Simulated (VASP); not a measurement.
The system is Ti3Al.

```
CELL_PARAMETERS angstrom
2.96607 0.00000 0.00000
-1.48303 2.56869 0.00000
0.00000 0.00000 9.34778
ATOMIC_POSITIONS crystal
Ti 0.33333 0.66667 0.24941
Ti 0.33333 0.66667 0.75059
Ti 0.66667 0.33333 0.00000
Al 0.66667 0.33333 0.50000
```

Program: VASP 6.6.1. Alike in all runs: task single point; no spin polarisation; cell as given; k mesh 10 × 10 × 3; cutoff (eV) 520; smearing fermi-dirac 0.05 eV.

Problem. Order these runs on this cell by their pressure, lowest first.
A. level r2SCAN; potentials or basis VASP PAW PBE potentials, release 64 (Ti_sv, Al)
B. level LDA; potentials or basis VASP PAW LDA potentials, release 64 (Ti_sv, Al)
C. level PBEsol; potentials or basis VASP PAW PBE potentials, release 64 (Ti_sv, Al)

Solution. B (-10.5 GPa), C (-7.3 GPa), A (-4.7 GPa).

Caveats: the PAW data sets were made with another functional, which shifts forces and pressure a little (some runs).
